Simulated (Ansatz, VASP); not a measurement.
## Two plane-wave programs on AlN

```
Al N
1.0
     3.16489    0.00000    0.00000
     0.00000    4.47583    0.00000
     0.00000    0.00000    3.09127
Al N
2 2
Direct
  0.00000 0.99863 0.00000
  0.50000 0.49863 0.50000
  0.00000 0.25137 0.50000
  0.50000 0.75137 0.00000
```

Alike in both runs: task single point; functional r2SCAN; k mesh 8 × 6 × 8; occupations gaussian, width 0.02 eV; no spin polarisation.

|  | VASP | Ansatz |
| --- | --- | --- |
| version | VASP 6.6.1 | Ansatz 0.2.0 |
| potentials or method | VASP PAW PBE potentials, release 64 (Al, N), cutoff 660 eV | scalar-relativistic, plane waves, PAW |
| valence electrons in the cell | 16 | 16 |

VASP gave:

- gap on the k mesh at the Fermi level (eV): 3.76
- least direct gap on the mesh (eV): 3.80
- pressure (GPa): -9.6
- traceless stress, the component that is largest in VASP (GPa): 5.01
- rms of the force components (eV/Å): 0.010

Task: Estimate Ansatz's values.

Result: gap on the k mesh at the Fermi level (eV): 3.77; least direct gap on the mesh (eV): 3.81; pressure (GPa): -9.3; traceless stress, the component that is largest in VASP (GPa): 4.96; rms of the force components (eV/Å): 0.010.

VASP's potentials were made for PBE, not for r2SCAN. Atom by atom the forces differ by 0.001 eV/Å (rms over components).
